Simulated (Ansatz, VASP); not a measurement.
## Two plane-wave programs on HfH5

File INCAR:

```
PREC     = Accurate       # precision mode
ENCUT    = 520            # plane-wave cutoff, eV
EDIFF    = 1E-7           # SCF threshold, eV
ISMEAR   = 0              # smearing method
SIGMA    = 0.1            # smearing width, eV
LREAL    = False          # projectors in reciprocal space
LASPH    = True           # aspherical terms in the spheres
NELM     = 60             # most SCF steps
ALGO     = Normal         # electronic algorithm
ISIF     = 2              # what is computed and relaxed
LWAVE    = False          # write WAVECAR
LCHARG   = False          # write CHGCAR
GGA      = PE             # functional
NBANDS   = 16             # bands
```

The input KPOINTS:

```
regular mesh
0
Gamma
  6 6 4
```

Contents of POSCAR:

```
HfH5
1.0
    3.2416005300      0.0000000000      0.0000000000
    0.0000000000      3.2416005300      0.0000000000
    0.0000000000      0.0000000000      6.6124430400
Hf H
1 5
Direct
    0.5000000000      0.5000000000      0.9394414700
    0.0000000000      0.0000000000      0.7757710400
    0.5000000000      0.5000000000      0.3701824200
    0.0000000000      0.5000000000      0.2283105100
    0.5000000000      0.0000000000      0.2283105100
    0.5000000000      0.5000000000      0.6645111600
```

Input for Ansatz:

```yaml
crystal:
  lattice:
    - [3.24160053, 0.0, 0.0]
    - [0.0, 3.24160053, 0.0]
    - [0.0, 0.0, 6.61244304]
  atoms:
    - { symbol: Hf, position: [0.5, 0.5, 0.93944147] }
    - { symbol: H, position: [0.0, 0.0, 0.77577104] }
    - { symbol: H, position: [0.5, 0.5, 0.37018242] }
    - { symbol: H, position: [0.0, 0.5, 0.22831051] }
    - { symbol: H, position: [0.5, 0.0, 0.22831051] }
    - { symbol: H, position: [0.5, 0.5, 0.66451116] }
basis:
  ecutwfc: 420
kpoints:
  mp_grid: { grid: [6, 6, 4] }
hamiltonian:
  xc: pbe
scf:
  occupations: { method: gaussian, width: 0.1 }
  lower_state_search: "off"
output:
  forces: true
  stress: true
  eigenvalues: true
```

Alike in both runs: task single point; functional PBE; k mesh 6 × 6 × 4; occupations gaussian, width 0.1 eV; no spin polarisation.

|  | VASP | Ansatz |
| --- | --- | --- |
| version | VASP 6.6.1 | Ansatz 0.2.0 |
| potentials or method | VASP PAW PBE potentials, release 64 (Hf_pv, H), cutoff 520 eV | scalar-relativistic, plane waves, PAW |
| valence electrons in the cell | 15 | 31 |

Ansatz gave:

- gap on the k mesh at the Fermi level (eV): none
- pressure (GPa): -14.8
- traceless stress, the component that is largest in VASP (GPa): -8.92
- rms of the force components (eV/Å): 0.947

Which values does VASP return?

gap on the k mesh at the Fermi level (eV): none; pressure (GPa): -15.1; traceless stress, the component that is largest in VASP (GPa): -8.88; rms of the force components (eV/Å): 0.943.

Atom by atom the forces differ by 0.006 eV/Å (rms over components). A gap of «none» marks a metal or a gap that the smearing closes. The functional is the same, so the differences come from potentials, cutoffs and numerics. VASP's potentials hold 15 valence electrons a cell and Ansatz's 31, so a difference there can come from the potentials and not from the codes.

Spin-orbit coupling is off throughout.
